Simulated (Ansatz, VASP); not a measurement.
## Ir in VASP and in Ansatz

```
CELL_PARAMETERS angstrom
0.00000 1.91010 1.91970
1.91970 0.00000 1.91970
1.91970 1.91010 0.00000
ATOMIC_POSITIONS crystal
Ir 0.00000 0.00000 0.00000
```

Change from the starting cell: strain -0.0050 x Voigt [0, 1, 0, 0, 0, 0], atoms carried along.

Alike in both runs: task single point; functional PBEsol; k mesh 22 × 22 × 22; occupations gaussian, width 0.15 eV; no spin polarisation.

|  | VASP | Ansatz |
| --- | --- | --- |
| version | VASP 6.6.1 | Ansatz 0.2.0 |
| potentials or method | VASP PAW PBE potentials, release 64 (Ir_sv_GW), cutoff 560 eV | scalar-relativistic, plane waves, PAW |
| valence electrons in the cell | 17 | 17 |

```tsv
	VASP	Ansatz	Ansatz less VASP
gap on the k mesh at the Fermi level (eV)	none	none	-
pressure (GPa)	-2.6	-0.7	+1.90
traceless stress, the component that is largest in VASP (GPa)	1.26	1.26	+0.005
```

VASP's potentials were made for PBE, not for PBEsol. A gap of «none» marks a metal or a gap that the smearing closes. With one functional, cell and mesh, what is left measures potentials, basis and numerics.

Neither program's run includes spin-orbit coupling.
